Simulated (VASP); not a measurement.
Write the native input for VASP 6.6.1 that does the following.

```yaml
Task: single point
Functional: PBE
Potentials_or_basis: VASP PAW PBE potentials, release 64 (Sb, Se)
Cutoff: 520 eV
k_mesh: 6 × 6 × 6
Occupations: gaussian, width 0.1 eV
Spin: no spin polarisation
Dipole_correction: no
Further_INCAR_settings: ALGO = Normal; EDIFF = 1e-07; NBANDS = 16
```

The structure of SbSe2 lies in POSCAR:

```
SbSe2
1.0
   -1.9895352927      1.9895352927      4.8805787649
    1.9895352927     -1.9895352927      4.8805787649
    1.9895352927      1.9895352927     -4.8805787649
Sb Se
1 2
Direct
    0.0000000000      0.0000000000      0.0000000000
    0.6650000000      0.6650000000      0.0000000000
    0.3350000000      0.3350000000      0.0000000000
```

The input as run:

INCAR

```
SYSTEM = SbSe2
  PREC = Accurate
  ENCUT = 520
  EDIFF = 1E-7
  ISMEAR = 0
  SIGMA = 0.1
  LREAL = .FALSE.
  LASPH = .TRUE.
  NELM = 100
  ALGO = Normal
  ISIF = 2
  LWAVE = .FALSE.
  LCHARG = .FALSE.
  GGA = PE
  NBANDS = 16
```

KPOINTS

```
regular mesh
0
G
  6 6 6
  0 0 0
```

Potentials or basis: VASP PAW PBE potentials, release 64 (Sb, Se).

Launch:

```bash
$ cat potpaw_PBE.64/Sb/POTCAR potpaw_PBE.64/Se/POTCAR > POTCAR
$ mpirun -np 1 vasp_std > vasp.out
```

Results of the run:

| Property | Result |
| --- | --- |
| Pressure | -5.7 GPa |
| Largest force | 0.499 eV/Å |

Caveat: the k points lie up to 0.37 Å⁻¹ apart.

Wall time 26 s on 1 thread of Intel(R) Xeon(R) 6975P-C (Granite Rapids), on a shared host, peak memory 0.26 GiB.
